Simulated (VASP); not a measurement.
# MgH2 (fluorite type) (Fm-3m) in VASP: electric field gradients with PBE

Aim: the electric field gradients of MgH2 (fluorite type) with PBE.

Everything below comes from runs of VASP 6.6.1. Logs are shortened: lines on timing, memory, paths and dates and some standing lists are left out, and cuts for length are marked.

## 1. The cell of the first run

Symmetry: Fm-3m, No. 225, cubic system. Conventional cell: a = 4.757 Å, b = 4.757 Å, c = 4.757 Å, α = 90.00°, β = 90.00°, γ = 90.00°. Mg (site symmetry m-3m) has 8 H at 2.06 Å within 2.7 Å. H (site symmetry -43m) has 4 Mg at 2.06 Å and 6 H at 2.38 Å within 2.7 Å.

## 2. Electric field gradients, PBE

The input, INCAR:

```
SYSTEM = MgH2
PREC     = Accurate       ! precision mode
ENCUT    = 520            ! plane-wave cutoff, eV
EDIFF    = 1E-8           ! SCF threshold, eV
ISMEAR   = -1             ! smearing method
SIGMA    = 0.05           ! smearing width, eV
LREAL    = .FALSE.        ! projectors in reciprocal space
LASPH    = .TRUE.         ! aspherical terms in the spheres
NELM     = 100            ! most SCF steps
ALGO     = Normal         ! electronic algorithm
ISIF     = 2              ! what is computed and relaxed
LWAVE    = .FALSE.        ! write WAVECAR
LCHARG   = .FALSE.        ! write CHGCAR
GGA      = PE             ! functional
LEFG     = .TRUE.       
ISYM     = 0            
NBANDS   = 9              ! bands
```

The input, KPOINTS:

```
Automatic mesh
0
Gamma
  18 18 18
  0.5 0.5 0.5
```

The input, POSCAR:

```
MgH2
1.0
    0.0000000000      2.3787051980      2.3787051980
    2.3787051980      0.0000000000      2.3787051980
    2.3787051980      2.3787051980      0.0000000000
Mg H
1 2
Direct
    0.0000000000      0.0000000000      0.0000000000
    0.2500000000      0.2500000000      0.2500000000
    0.7500000000      0.7500000000      0.7500000000
```

Potentials or basis: VASP PAW PBE potentials, release 64 (Mg, H).

On the command line:

```bash
$ cat potpaw_PBE.64/Mg/POTCAR potpaw_PBE.64/H/POTCAR > POTCAR
$ mpirun -np 1 vasp_std > vasp.out
```

OUTCAR:

```text
SYSTEM = MgH2
   PREC = Accurate
   ENCUT = 520
   EDIFF = 1E-8
   ISMEAR = -1
   LREAL = .FALSE.
   LASPH = .TRUE.
   NELM = 100
   ISIF = 2
   GGA = PE
   ISYM = 0

 ion  position               nearest neighbor table
   1  0.000  0.000  0.000-   3 2.06   3 2.06   3 2.06   2 2.06   2 2.06   2 2.06   3 2.06   2 2.06

   2  0.250  0.250  0.250-   1 2.06   1 2.06   1 2.06   1 2.06
   3  0.750  0.750  0.750-   1 2.06   1 2.06   1 2.06   1 2.06

IMPORTANT INFORMATION: All symmetrisations will be switched off!
NOSYMM: (Re-)initialisation of all symmetry stuff for point group C_1.

----------------------------------------------------------------------------------------

                                     Primitive cell

  volume of cell :      26.9186

  direct lattice vectors                    reciprocal lattice vectors
     0.000000000  2.378705198  2.378705198    -0.210198389  0.210198389  0.210198389
     2.378705198  0.000000000  2.378705198     0.210198389 -0.210198389  0.210198389
     2.378705198  2.378705198  0.000000000     0.210198389  0.210198389 -0.210198389

  length of vectors
     3.363997152  3.363997152  3.363997152     0.364074289  0.364074289  0.364074289

  position of ions in fractional coordinates (direct lattice)
     0.000000000  0.000000000  0.000000000
     0.250000000  0.250000000  0.250000000
     0.750000000  0.750000000  0.750000000

  ion indices of the primitive-cell ions
   primitive index   ion index
                 1           1
                 2           2
                 3           3

----------------------------------------------------------------------------------------

 KPOINTS: Automatic mesh

Automatic generation of k-mesh.
 Grid dimensions read from file:
 generate k-points for:   18   18   18

 Generating k-lattice:

  Cartesian coordinates                     Fractional coordinates (reciprocal lattice)
    -0.011677688  0.011677688  0.011677688     0.055555556  0.000000000  0.000000000
     0.011677688 -0.011677688  0.011677688     0.000000000  0.055555556  0.000000000
     0.011677688  0.011677688 -0.011677688     0.000000000  0.000000000  0.055555556

  Length of vectors
[... 102 lines left out ...]

 E-fermi :   2.9927     XC(G=0):  -8.9515

 val. band max:        2.9850852050   @ k =   0.0833  -0.4722   0.4722
 cond. band min:       3.0060652992   @ k =   0.4444  -0.3889   0.0278
 fundamental gap:      0.0209800942
 Fermi energy:         2.9926537499

 k-point     1 :       0.0278    0.0278    0.0278
  band No.  band energies     occupation
      1      -6.9865      2.00000
      2       3.8534      0.00000
      3      12.2092      0.00000
      4      12.2809      0.00000
      5      12.2809      0.00000
      6      14.9376      0.00000
      7      14.9376      0.00000
      8      14.9945      0.00000
      9      15.5626      0.00000
[... 265 lines left out ...]
 k-point    24 :       0.1111    0.0000   -0.0278
  band No.  band energies     occupation
      1      -6.7233      2.00000
      2       3.2685      0.00800
      3      11.0638      0.00000
      4      11.7523      0.00000
      5      12.2692      0.00000
      6      14.4412      0.00000
      7      15.3705      0.00000
      8      15.8520      0.00000
      9      16.4920      0.00000

 [... further k-points ...]

------------------------ aborting loop because EDIFF is reached ----------------------------------------

  FORCE on cell =-STRESS in cart. coord.  units (eV):
  Direction    XX          YY          ZZ          XY          YZ          ZX
  --------------------------------------------------------------------------------------
  -------------------------------------------------------------------------------------
  Total       -0.0651323     -0.0651323     -0.0651323      0.0000003      0.0000003      0.0000003
  in kB       -3.8766357     -3.8766360     -3.8766359      0.0000170      0.0000168      0.0000180
  external PRESSURE =      -3.8766359 kB  Pullay stress =       0.0000000 kB

 VOLUME and BASIS-vectors are now :
 -----------------------------------------------------------------------------
  energy-cutoff  :      520.00
  volume of cell :       26.92
      direct lattice vectors                 reciprocal lattice vectors
     0.000000000  2.378705198  2.378705198    -0.210198389  0.210198389  0.210198389
     2.378705198  0.000000000  2.378705198     0.210198389 -0.210198389  0.210198389
     2.378705198  2.378705198  0.000000000     0.210198389  0.210198389 -0.210198389

 POSITION                                       TOTAL-FORCE (eV/Angst)
 -----------------------------------------------------------------------------------
      0.00000      0.00000      0.00000        -0.000000     -0.000000     -0.000000
      1.18935      1.18935      1.18935        -0.000000     -0.000000     -0.000000
      3.56806      3.56806      3.56806         0.000000      0.000000      0.000000
 -----------------------------------------------------------------------------------
    total drift:                                0.000000      0.000000      0.000000

  FREE ENERGIE OF THE ION-ELECTRON SYSTEM (eV)
  ---------------------------------------------------
  free  energy   TOTEN  =        -8.4985412623 eV

  energy  without entropy=       -8.4966632170  energy(sigma->0) =       -8.49760224

 Electric field gradients (V/A^2)
---------------------------------------------------------------------
 ion       V_xx      V_yy      V_zz      V_xy      V_xz      V_yz
---------------------------------------------------------------------
   1      -0.000     0.000     0.000     0.000     0.000     0.000
   2       0.000     0.000    -0.000     0.001     0.001     0.001
   3       0.000     0.000    -0.000     0.001     0.001     0.001
---------------------------------------------------------------------

 Electric field gradients after diagonalization (V/A^2)
 (convention: |V_zz| > |V_xx| > |V_yy|)
----------------------------------------------------------------------
 ion       V_xx      V_yy      V_zz     asymmetry (V_yy - V_xx)/ V_zz
----------------------------------------------------------------------
   1      -0.000    -0.000     0.000       0.369
   2      -0.001    -0.001     0.002       0.000
   3      -0.001    -0.001     0.002       0.000
----------------------------------------------------------------------

           NMR quadrupolar parameters

 Cq : quadrupolar parameter    Cq=e*Q*V_zz/h
 eta: asymmetry parameters     (V_yy - V_xx)/ V_zz
 Q  : nuclear electric quadrupole moment in mb (millibarn)
----------------------------------------------------------------------
 ion       Cq(MHz)       eta       Q (mb)
----------------------------------------------------------------------
   1       0.000       0.369       1.000
   2       0.000       0.000       1.000
   3       0.000       0.000       1.000
----------------------------------------------------------------------
```

It took 22 min on 1 thread of Intel Xeon 6975P-C (Granite Rapids), shared host; peak memory 3 GiB.

What came out:

```
Free energy                             : -8.4985 eV
Pressure                                : -0.4 GPa
Band gap on the k mesh                  : zero (bands 2 and 3 overlap by 1.21 eV)
Largest electric field gradient by atom : under 0.05 V/Å² on every atom
```

Levels at points of the mesh, in eV from the Fermi level:
| k point | band 1 | band 2 | band 3 | band 4 | band 5 | band 6 | band 7 |
| --- | --- | --- | --- | --- | --- | --- | --- |
| (0.03, 0.03, 0.03) | -9.98 | 0.86 | 9.22 | 9.29 | 9.29 | 11.94 | 11.94 |

The gap in the log of VASP goes by the Fermi energy; the results here count the filled bands.